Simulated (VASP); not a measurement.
# C (R-3m) in VASP: further runs

C is run at these levels: PBEsol, PBE; tasks: single point.

All numbers are computed with VASP 6.6.1; they aren't measurements. Logs are shortened: lines on timing, memory, paths and dates and some standing lists are left out, and cuts for length are marked.

## Step 1: The cell of the first run

It takes space group R-3m (No. 166, trigonal). The conventional cell has a = 2.363 Å, b = 2.363 Å, c = 9.961 Å, α = 90.00°, β = 90.00°, γ = 120.00°. Within 1.8 Å of C (site symmetry 3m) lie 3 C at 1.37 Å.

## Step 2: Single point, PBEsol

The input, INCAR:

```
SYSTEM = C
ALGO     = Normal         ! electronic algorithm
EDIFF    = 1E-6           ! SCF threshold, eV
ENCUT    = 600            ! plane-wave cutoff, eV
GGA      = PS             ! functional
GGA_COMPAT= .False.      
ISIF     = 2              ! what is computed and relaxed
ISMEAR   = -1             ! smearing method
LASPH    = .True.         ! aspherical terms in the spheres
LCHARG   = .False.        ! write CHGCAR
LREAL    = .False.        ! projectors in reciprocal space
LWAVE    = .False.        ! write WAVECAR
NBANDS   = 11             ! bands
NELM     = 120            ! most SCF steps
PREC     = Accurate       ! precision mode
SIGMA    = 0.02           ! smearing width, eV
```

The input, KPOINTS:

```
k-points
0
Gamma
  15 15 15
  0 0 0
```

The input, POSCAR:

```
C
1.0
    1.1813367848      0.6820451107      3.3201678125
   -1.1813367848      0.6820451107      3.3201678125
    0.0000000000     -1.3640902214      3.3201678125
C
2
Direct
    0.1739591352      0.1739591352      0.1739591352
    0.8260408648      0.8260408648      0.8260408648
```

Potentials or basis: VASP PAW PBE potentials, release 64 (C).

Run with:

```bash
$ cat potpaw_PBE.64/C/POTCAR > POTCAR
$ mpirun -np 1 vasp_std > vasp.out
```

OUTCAR:

```text
SYSTEM = C
   EDIFF = 1E-6
   ENCUT = 600
   GGA = PS
   ISIF = 2
   ISMEAR = -1
   LASPH = .True.
   LREAL = .False.
   NELM = 120
   PREC = Accurate

 ion  position               nearest neighbor table
   1  0.174  0.174  0.174-   2 1.37   2 1.37   2 1.37
   2  0.826  0.826  0.826-   1 1.37   1 1.37   1 1.37

  LATTYP: Found a trigonal (rhomboedric) cell.
 ALAT       =     3.5894646447
 COS(alpha) =     0.7833702541

  Lattice vectors:

 A1 = (   1.1813367848,   0.6820451107,   3.3201678125)
 A2 = (  -1.1813367848,   0.6820451107,   3.3201678125)
 A3 = (   0.0000000000,  -1.3640902214,   3.3201678125)

Analysis of symmetry for initial positions (statically):
=====================================================================
 Subroutine PRICEL returns:
 Original cell was already a primitive cell.

 Routine SETGRP: Setting up the symmetry group for a
 trigonal (rhombohedral) supercell.

 Subroutine GETGRP returns: Found 12 space group operations
 (whereof 12 operations were pure point group operations)
 out of a pool of 12 trial point group operations.

The static configuration has the point symmetry D_3d.

Analysis of symmetry for dynamics (positions and initial velocities):
=====================================================================
 Subroutine PRICEL returns:
 Original cell was already a primitive cell.

 Routine SETGRP: Setting up the symmetry group for a
 trigonal (rhombohedral) supercell.

 Subroutine GETGRP returns: Found 12 space group operations
 (whereof 12 operations were pure point group operations)
 out of a pool of 12 trial point group operations.

The dynamic configuration has the point symmetry D_3d.

 Subroutine INISYM returns: Found 12 space group operations
 (whereof 12 operations are pure point group operations),
 and found     1 'primitive' translations

----------------------------------------------------------------------------------------

                                     Primitive cell

  volume of cell :      16.0509

  direct lattice vectors                    reciprocal lattice vectors
     1.181336785  0.682045111  3.320167812     0.423249328  0.244363113  0.100396532
    -1.181336785  0.682045111  3.320167812    -0.423249328  0.244363113  0.100396532
     0.000000000 -1.364090221  3.320167812     0.000000000 -0.488726227  0.100396532

  length of vectors
     3.589464645  3.589464645  3.589464645     0.498931647  0.498931647  0.498931647

  position of ions in fractional coordinates (direct lattice)
     0.173959135  0.173959135  0.173959135
     0.826040865  0.826040865  0.826040865

  ion indices of the primitive-cell ions
   primitive index   ion index
                 1           1
                 2           2

----------------------------------------------------------------------------------------

 KPOINTS: k-points

Automatic generation of k-mesh.
 Grid dimensions read from file:
 generate k-points for:   15   15   15

 Generating k-lattice:

  Cartesian coordinates                     Fractional coordinates (reciprocal lattice)
     0.028216622  0.016290874  0.006693102     0.066666667 -0.000000000  0.000000000
    -0.028216622  0.016290874  0.006693102    -0.000000000  0.066666667  0.000000000
     0.000000000 -0.032581748  0.006693102     0.000000000  0.000000000  0.066666667

  Length of vectors
     0.033262110  0.033262110  0.033262110

  Shift w.r.t. Gamma in fractional coordinates (k-lattice)
     0.000000000  0.000000000  0.000000000

 Subroutine IBZKPT returns following result:
 ===========================================

 Found    344 irreducible k-points:

 Following reciprocal coordinates:
            Coordinates               Weight
  0.000000  0.000000  0.000000      1.000000
  0.066667 -0.000000 -0.000000      6.000000
  0.133333  0.000000 -0.000000      6.000000
  0.200000 -0.000000  0.000000      6.000000
  0.266667  0.000000 -0.000000      6.000000
  0.333333  0.000000  0.000000      6.000000
[... 16 lines left out ...]
  0.133333  0.133333  0.000000      6.000000
  0.200000  0.133333  0.000000     12.000000
 [... further k-points ...]
   k-points           NKPTS =    344   k-points in BZ     NKDIM =    344   number of bands    NBANDS=     11
   number of dos      NEDOS =    301   number of ions     NIONS =      2
   total plane-waves  NPLWV =  27000
   dimension x,y,z NGX =    30 NGY =   30 NGZ =   30
   dimension x,y,z NGXF=    60 NGYF=   60 NGZF=   60
   ions per type =               2
   NGX,Y,Z   is equivalent  to a cutoff of  13.89, 13.89, 13.89 a.u.
   NGXF,Y,Z  is equivalent  to a cutoff of  27.79, 27.79, 27.79 a.u.
 SYSTEM =  C
   PREC   = accura    normal or accurate (medium, high low for compatibility)
   ISTART =      0    job   : 0-new  1-cont  2-samecut
   ICHARG =      2    charge: 1-file 2-atom 10-const
   ISPIN  =      1    spin polarized calculation?
   LNONCOLLINEAR =      F non collinear calculations
   LSORBIT =      F    spin-orbit coupling
   LASPH  =      T    aspherical Exc in radial PAW
   ENCUT  =  600.0 eV  44.10 Ry    6.64 a.u.   7.17  7.17  7.17*2*pi/ulx,y,z
   NELM   =    120;   NELMIN=  2; NELMDL= -5     # of ELM steps
   EDIFF  = 0.1E-05   stopping-criterion for ELM
   LREAL  =      F    real-space projection
   EDIFFG = 0.1E-04   stopping-criterion for IOM
   NSW    =      0    number of steps for IOM
   IBRION =     -1    ionic relax: 0-MD 1-quasi-New 2-CG
   NFREE  =      0    steps in history (QN), initial steepest desc. (CG)
   ISIF   =      2    stress and relaxation
   ISYM   =      2    0-nonsym 1-usesym 2-fastsym
   POTIM  = 0.5000    time-step for ionic-motion
   TEBEG  =    0.0;   TEEND  =   0.0 temperature during run
   PSTRESS=    0.0 pullay stress
   NELECT =       8.0000    total number of electrons
   NUPDOWN=      -1.0000    fix difference up-down
   EMIN   =  10.00;   EMAX   =-10.00  energy-range for DOS
   EFERMI =   0.00;   METHOD = LEGACY
   ISMEAR =    -1;   SIGMA  =   0.02  broadening in eV -4-tet -1-fermi 0-gaus
   EFERMI_NEDOS =   21; number of points for ismear=-14 and -15
   IALGO  =     38    algorithm
   IMIX   =      4    mixing-type and parameters
     AMIX     =   0.40;   BMIX     =  1.00
     AMIX_MAG =   1.60;   BMIX_MAG =  1.00
  volume/ion in A,a.u.               =       8.03        54.16
  Fermi-wavevector in a.u.,A,eV,Ry     =   1.297992  2.452850 22.922879  1.684784
  Thomas-Fermi vector in A             =   2.429349
   LORBIT       =      0    0 simple, 1 ext, 2 COOP (PROOUT), +10 PAW based schemes
   GGA     = PS    functional components
   LHFCALC =     F    Hartree Fock is set to
   AEXX    =    0.0000 exact exchange contribution
   IVDW    =     0    specifies the selected vdW correction
   LEPSILON=     F    determine dielectric tensor
   LRPA    =     F    only Hartree local field effects (RPA)
 non-spin polarized calculation
  energy-cutoff  :      600.00
  volume of cell :       16.05
 maximum number of plane-waves:       550
 NGX is ok and might be reduce to    30
   NGX = 15   NGY = 15   NGZ = 15

 number of electron       8.0000000 magnetization

 Free energy of the ion-electron system (eV)
  ---------------------------------------------------
  ext. energy  EPLUGINS =         0.00000000
  ---------------------------------------------------
  free energy    TOTEN  =       -18.87493698 eV

  energy without entropy =      -18.87493693  energy(sigma->0) =      -18.87493696

 E-fermi :   5.4287     XC(G=0): -10.9155

 val. band max:        5.1995285258   @ k =  -0.3333   0.3333   0.0000
 cond. band min:       5.6563369676   @ k =  -0.3333   0.3333   0.0000
 fundamental gap:      0.4568084418
 Fermi energy:         5.4287187056

 k-point     1 :       0.0000    0.0000    0.0000
  band No.  band energies     occupation
      1     -15.1323      2.00000
      2      -1.8778      2.00000
      3       2.8012      2.00000
      4       2.8012      2.00000
      5       8.6417      0.00000
      6      14.7184      0.00000
      7      14.7184      0.00000
      8      18.7660      0.00000
      9      21.1520      0.00000
     10      29.7122      0.00000
     11      31.8929      0.00000

 k-point     2 :       0.0667   -0.0000   -0.0000
  band No.  band energies     occupation
      1     -15.0162      2.00000
      2      -1.7596      2.00000
      3       2.3496      2.00000
      4       2.5456      2.00000
      5       8.7940      0.00000
      6      14.7968      0.00000
      7      15.2215      0.00000
      8      18.3367      0.00000
      9      21.3198      0.00000
     10      30.0231      0.00000
     11      31.0840      0.00000

 k-point     3 :       0.1333    0.0000   -0.0000
  band No.  band energies     occupation
      1     -14.6686      2.00000
      2      -1.4110      2.00000
      3       1.1492      2.00000
      4       1.9028      2.00000
      5       9.2440      0.00000
      6      14.9151      0.00000
      7      16.5952      0.00000
      8      17.1707      0.00000
      9      21.8386      0.00000
     10      28.7974      0.00000
     11      31.1305      0.00000

 k-point     4 :       0.2000   -0.0000    0.0000
  band No.  band energies     occupation
      1     -14.0922      2.00000
      2      -0.9582      2.00000
      3      -0.3823      2.00000
      4       1.1065      2.00000
      5       9.9553      0.00000
      6      14.9134      0.00000
      7      15.5558      0.00000
      8      18.5638      0.00000
      9      22.6342      0.00000
     10      26.6387      0.00000
     11      29.9428      0.00000

 k-point     5 :       0.2667    0.0000   -0.0000
  band No.  band energies     occupation
      1     -13.2916      2.00000
      2      -2.4531      2.00000
      3       0.0449      2.00000
      4       0.3374      2.00000
      5      10.7443      0.00000
      6      13.8598      0.00000
      7      14.8402      0.00000
      8      20.8438      0.00000
      9      23.2184      0.00000
     10      25.0344      0.00000
     11      28.7953      0.00000
[... 211 lines left out ...]
 k-point    21 :      -0.1333    0.0667   -0.0000
  band No.  band energies     occupation
      1     -14.3306      2.00000
      2      -1.0099      2.00000
      3       0.2877      2.00000
      4       1.2087      2.00000
      5       9.5288      0.00000
      6      15.2440      0.00000
      7      16.1669      0.00000
      8      17.4206      0.00000
      9      22.4977      0.00000
     10      26.8164      0.00000
     11      30.6977      0.00000

 k-point    22 :      -0.0667    0.0667    0.0000
  band No.  band energies     occupation
      1     -14.7886      2.00000
      2      -1.4877      2.00000
      3       1.5892      2.00000
      4       2.0314      2.00000
      5       9.0191      0.00000
      6      15.0058      0.00000
      7      16.0301      0.00000
      8      17.5401      0.00000
      9      21.6955      0.00000
     10      29.2110      0.00000
     11      30.5332      0.00000

 k-point    23 :       0.1333    0.1333    0.0000
  band No.  band energies     occupation
      1     -14.6520      2.00000
      2      -1.5523      2.00000
      3       1.1613      2.00000
      4       1.8899      2.00000
      5       9.5269      0.00000
      6      14.8683      0.00000
      7      16.6024      0.00000
      8      17.1636      0.00000
      9      21.8707      0.00000
     10      28.4350      0.00000
     11      30.9792      0.00000

 k-point    24 :       0.2000    0.1333    0.0000
  band No.  band energies     occupation
      1     -14.2983      2.00000
      2      -1.2761      2.00000
      3       0.2874      2.00000
      4       1.1957      2.00000
      5      10.0696      0.00000
      6      15.1796      0.00000
      7      16.2046      0.00000
      8      17.4309      0.00000
      9      22.5032      0.00000
     10      26.7589      0.00000
     11      31.0040      0.00000

 [... further k-points ...]

------------------------ aborting loop because EDIFF is reached ----------------------------------------

  FORCE on cell =-STRESS in cart. coord.  units (eV):
  Direction    XX          YY          ZZ          XY          YZ          ZX
  --------------------------------------------------------------------------------------
  -------------------------------------------------------------------------------------
  Total        5.9113418      5.9113418     -0.2255558      0.0000000     -0.0000000      0.0000000
  in kB      590.0632157    590.0632157    -22.5147151      0.0000000     -0.0000000      0.0000000
  external PRESSURE =     385.8705721 kB  Pullay stress =       0.0000000 kB

 VOLUME and BASIS-vectors are now :
 -----------------------------------------------------------------------------
  energy-cutoff  :      600.00
  volume of cell :       16.05
      direct lattice vectors                 reciprocal lattice vectors
     1.181336785  0.682045111  3.320167812     0.423249328  0.244363113  0.100396532
    -1.181336785  0.682045111  3.320167812    -0.423249328  0.244363113  0.100396532
     0.000000000 -1.364090221  3.320167812     0.000000000 -0.488726227  0.100396532

 POSITION                                       TOTAL-FORCE (eV/Angst)
 -----------------------------------------------------------------------------------
      0.00000      0.00000      1.73272         0.000000     -0.000000     -2.329352
      0.00000      0.00000      8.22778         0.000000      0.000000      2.329352
 -----------------------------------------------------------------------------------
    total drift:                               -0.000000      0.000000      0.000000

  FREE ENERGIE OF THE ION-ELECTRON SYSTEM (eV)
  ---------------------------------------------------
  free  energy   TOTEN  =       -18.8749369842 eV

  energy  without entropy=      -18.8749369268  energy(sigma->0) =      -18.87493696
```

It took 1.9 min on 1 thread of Intel Xeon 8259CL, shared host; peak memory 0.2 GiB.

What came out:

```
Free energy   : -18.8749 eV
Pressure      : 38.6 GPa
Largest force : 2.329 eV/Å
```

Forces on the atoms (eV/Å):
```
C    0.000  0.000 -2.329
C    0.000  0.000  2.329
```

Stress tensor (GPa, compression positive):
```
59.01  0.00  0.00
 0.00 59.01  0.00
 0.00  0.00 -2.25
```

Caveat: the stress differs along the axes, from -2 to 59 GPa; this functional lacks dispersion, which binds layers or chains, so the pressure and a relaxed spacing across them are unreliable; the PAW data sets were made with another functional, which shifts forces and pressure a little.

## Step 3: Single point, PBEsol

This run uses another cell than the first one, of 8.23 Å³/atom.

The input, INCAR:

```
PREC = Accurate ; ENCUT = 600
EDIFF = 1E-6 ; ISMEAR = 0
SIGMA = 0.02 ; LREAL = False
LASPH = True ; NELM = 120
ALGO = Normal ; ISIF = 2
LWAVE = False ; LCHARG = False
GGA = PS ; NBANDS = 11
GGA_COMPAT = False
```

The input, KPOINTS:

```
Automatic mesh
0
Gamma
  15 15 15
  0.5 0.5 0.5
```

The input, POSCAR:

```
C
1.0
    1.1973625286      0.6912975782      3.3136411413
   -1.1973625286      0.6912975782      3.3136411413
    0.0000000000     -1.3825951564      3.3136411413
C
2
Direct
    0.1490612973      0.1490612973      0.1490612973
    0.8509387027      0.8509387027      0.8509387027
```

Potentials or basis: VASP PAW PBE potentials, release 64 (C).

Run with:

```bash
$ cat potpaw_PBE.64/C/POTCAR > POTCAR
$ mpirun -np 1 vasp_std > vasp.out
```

Run time: 1.9 min. Hardware: 1 thread of Intel Xeon 8259CL, shared host; peak memory 0.2 GiB.

Results (log left out):

- Free energy: -18.1951 eV
- Pressure: 15.1 GPa
- Largest force: 5.684 eV/Å

Forces in eV/Å, atoms in the order of the input:
```
C    0.000  0.000  5.684
C    0.000  0.000 -5.684
```

Stress tensor (GPa, compression positive):
```
 33.77   0.00   0.00
  0.00  33.77   0.00
  0.00   0.00 -22.22
```

Caveat: the stress differs along the axes, from -22 to 34 GPa; this functional lacks dispersion, which binds layers or chains, so the pressure and a relaxed spacing across them are unreliable; the PAW data sets were made with another functional, which shifts forces and pressure a little.

## Step 4: Single point, PBE (strained)

The input, INCAR:

```
PREC = Accurate
ENCUT = 600
EDIFF = 1E-6
ISMEAR = 0
SIGMA = 0.02
LREAL = F
LASPH = T
NELM = 120
ALGO = Normal
ISIF = 2
LWAVE = F
LCHARG = F
GGA = PE
NBANDS = 11
GGA_COMPAT = F
```

The input, KPOINTS:

```
regular mesh
0
Gamma
  15 15 15
```

The input, POSCAR:

```
C
1.0
    1.2269456833      0.7083774205      3.3440654699
   -1.2269456833      0.7083774205      3.3440654699
    0.0000000000     -1.4167548410      3.3440654699
C
2
Direct
    0.1640000000      0.1640000000      0.1640000000
    0.8360000000      0.8360000000      0.8360000000
```

Run with:

```bash
$ cat potpaw_PBE.64/C/POTCAR > POTCAR
$ mpirun -np 1 vasp_std > vasp.out
```

Run time: 79 s. Hardware: 1 thread of Intel Xeon 8259CL, shared host; peak memory 0.21 GiB.

Results (log left out):

| Item | Value |
| --- | --- |
| Free energy | -18.3996 eV |
| Pressure | 5.1 GPa |
| Largest force | 0.861 eV/Å |

Forces on the atoms (eV/Å):
```
C    0.000  0.000  0.861
C    0.000  0.000 -0.861
```

Stress tensor (GPa, compression positive):
```
6.29 0.00 0.00
0.00 6.29 0.00
0.00 0.00 2.71
```

Caveat: the cell differs from its parent crystal (strained); the cell stands under pressure; this functional lacks dispersion, which binds layers or chains, so the pressure and a relaxed spacing across them are unreliable.

## Step 5: Single point, PBE

This run uses another cell than the first one, of 8.72 Å³/atom.

The input, INCAR:

```
PREC     = Accurate       # precision mode
ENCUT    = 600            # plane-wave cutoff, eV
EDIFF    = 1E-6           # SCF threshold, eV
ISMEAR   = -5             # smearing method
SIGMA    = 0.02           # smearing width, eV
LREAL    = False          # projectors in reciprocal space
LASPH    = True           # aspherical terms in the spheres
NELM     = 120            # most SCF steps
ALGO     = Normal         # electronic algorithm
ISIF     = 2              # what is computed and relaxed
LWAVE    = False          # write WAVECAR
LCHARG   = True           # write CHGCAR
GGA      = PE             # functional
LELF     = True           # ELF
LVHAR    = True         
NBANDS   = 11             # bands
GGA_COMPAT= False
```

The input, KPOINTS:

```
Automatic mesh
0
Gamma
  15 15 15
  0.5 0.5 0.5
```

POSCAR is that of step 4.

Run with:

```bash
$ cat potpaw_PBE.64/C/POTCAR > POTCAR
$ mpirun -np 1 vasp_std > vasp.out
```

It took 86 s on 1 thread of Intel Xeon 8259CL, shared host; peak memory 0.21 GiB.

Results (log left out):

| Item | Value |
| --- | --- |
| Free energy | -18.3996 eV |
| Pressure | 5.1 GPa |
| Largest force | 0.861 eV/Å |

Forces in eV/Å, atoms in the order of the input:
```
C    0.000  0.000  0.861
C    0.000  0.000 -0.861
```

Stress tensor (GPa, compression positive):
```
6.29 0.00 0.00
0.00 6.29 0.00
0.00 0.00 2.71
```

Caveat: the cell stands under pressure; this functional lacks dispersion, which binds layers or chains, so the pressure and a relaxed spacing across them are unreliable.

## Step 6: The runs side by side

```csv
level,cell,k mesh,smearing,pressure (GPa),largest force (eV/Å)
PBEsol,"a = 3.589 Å, angles 38.4°, 2 atoms, atomic positions A",15 × 15 × 15,fermi-dirac 0.02 eV,38.6,2.33
PBEsol,"a = 3.591 Å, angles 39.0°, 2 atoms, atomic positions B","15 × 15 × 15, shifted",gaussian 0.02 eV,15.1,5.68
PBE,"a = 3.632 Å, angles 39.5°, 2 atoms, atomic positions C",15 × 15 × 15,gaussian 0.02 eV,5.1,0.86
PBE,"a = 3.632 Å, angles 39.5°, 2 atoms, atomic positions C","15 × 15 × 15, shifted",tetrahedron,5.1,0.86
```

Alike in all rows: task single point; potentials or basis VASP PAW PBE potentials, release 64 (C); no spin polarisation; cutoff (eV) 600.

Caveats: this functional lacks dispersion, which binds layers or chains, so the pressure and a relaxed spacing across them are unreliable; the PAW data sets were made with another functional, which shifts forces and pressure a little (at least some runs); the cell stands under pressure (at least some runs); the stress differs along the axes, from -2 to 59 GPa (at least some runs); the stress differs along the axes, from -22 to 34 GPa (at least some runs).

Total energies depend on the potentials used, so only differences within one code and one set of settings carry meaning.
